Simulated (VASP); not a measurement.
## Lu: single point with LDA

The system is Lu.

```
CELL_PARAMETERS angstrom
5.35274 0.00000 0.00000
-2.67637 4.63561 0.00000
0.00000 0.00000 3.35927
ATOMIC_POSITIONS crystal
Lu 0.00000 0.00000 0.00000
Lu 0.33333 0.66667 0.50000
Lu 0.66667 0.33333 0.50000
```

This cell differs from its parent crystal: volume scaled by 1.08.

```
Program             : VASP 6.6.1
Task                : single point
Functional          : LDA
Potentials or basis : VASP PAW PBE potentials, release 64 (Lu)
Cutoff              : 520 eV
k mesh              : 8 × 8 × 11
Occupations         : fermi-dirac, width 0.1 eV
Spin                : no spin polarisation
```

The pressure is -3.3 GPa.

Stress tensor (GPa, compression positive):
```
-3.36  0.00  0.00
 0.00 -3.36  0.00
 0.00  0.00 -3.08
```

Levels at points of the mesh, in eV from the Fermi level:
```tsv
k point	band 34	band 35	band 36	band 37	band 38	band 39	band 40	band 41
(0.00, 0.00, 0.00)	-4.77	-1.25	0.07	0.07	0.11	0.11	0.15	2.04
(0.50, 0.00, 0.00)	-3.74	-3.70	-2.39	0.53	0.68	0.72	1.09	1.21
```

Run time: 4.2 min on 1 thread of Intel Xeon 6975P-C, with other jobs on the host, peak memory 0.29 GiB.

Caveat: the PAW data sets were made with another functional, which shifts forces and pressure a little; spin-orbit coupling is left out, which moves the levels of the heavy elements.
